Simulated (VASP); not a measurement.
Runs of VASP 6.6.1 on Pb. The structure is that of space group P6/mmm (No. 191), or close to it. The cells are those of the table. 

```tsv
task	cell	cutoff (eV)	k mesh for the DOS	occupations for the DOS	gap on the mesh (eV)	pressure (GPa)
relaxation of cell and atoms	relaxed from a = 3.442, b = 3.442, c = 3.235 Å, angles 90.0, 90.0, 120.0°, 1 atom	600	-	-	none	0.0
single point	a = 3.045, b = 3.045, c = 2.886 Å, angles 90.0, 90.0, 120.0°, 1 atom	520	-	-	none	32.1
single point	a = 2.725, b = 2.725, c = 2.574 Å, angles 90.0, 90.0, 120.0°, 1 atom	520	-	-	none	(a)
single point	a = 2.893, b = 2.893, c = 2.740 Å, angles 90.0, 90.0, 120.0°, 1 atom	520	-	-	none	67.5
single point	a = 3.182, b = 3.182, c = 3.021 Å, angles 90.0, 90.0, 120.0°, 1 atom	520	-	-	none	(b)
single point	a = 2.534, b = 2.534, c = 2.382 Å, angles 90.0, 90.0, 120.0°, 1 atom	520	-	-	none	330.4
```

Alike in all rows: level PBE; potentials or basis VASP PAW PBE potentials, release 64 (Pb_d); no spin polarisation; k mesh 13 × 13 × 12; smearing fermi-dirac 0.1 eV.

Question: Fill in the values left out.

Answer: (a) 144.1; (b) 14.3.

Caveats: spin-orbit coupling is left out, which moves the levels of the heavy elements.

A k mesh can miss the band edges, and the runs leave out spin-orbit coupling on Pb.

A gap of «none» marks levels without a gap at the run's occupations.
